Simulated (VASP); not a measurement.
A run of VASP 6.6.1 is set up as follows.

INCAR

```
PREC = Accurate ; ENCUT = 520
EDIFF = 1E-6 ; ISMEAR = 0
SIGMA = 0.1 ; LREAL = F
LASPH = T ; NELM = 60
ALGO = Normal ; ISIF = 2
LWAVE = F ; LCHARG = F
GGA = PE ; NBANDS = 33
```

File KPOINTS:

```
regular mesh
0
Gamma
  8 8 8
```

The input POSCAR:

```
ZrTi2C3
1.0
   -1.5886337818      1.5886337818      6.6834973614
    1.5886337818     -1.5886337818      6.6834973614
    1.5886337818      1.5886337818     -6.6834973614
Zr Ti C
1 2 3
Direct
    0.0000000000      0.0000000000      0.0000000000
    0.6705901767      0.6705901767      0.0000000000
    0.3294098233      0.3294098233      0.0000000000
    0.8279857603      0.8279857603      0.0000000000
    0.5000000000      0.5000000000      0.0000000000
    0.1720142397      0.1720142397      0.0000000000
```

Potentials or basis: VASP PAW PBE potentials, release 64 (Zr_sv, Ti_sv, C).

Launch:

```sh
$ cat potpaw_PBE.64/Zr_sv/POTCAR potpaw_PBE.64/Ti_sv/POTCAR potpaw_PBE.64/C/POTCAR > POTCAR
$ mpirun -np 1 vasp_std > vasp.out
```

(1) What does it give for the pressure?

(2) Estimate the band gap on the k mesh.

(3) Predict the largest force.

## Answers

(1) 0.1 GPa.

(2) zero (bands 24 and 25 overlap by 1.14 eV).

(3) 0.037 eV/Å.
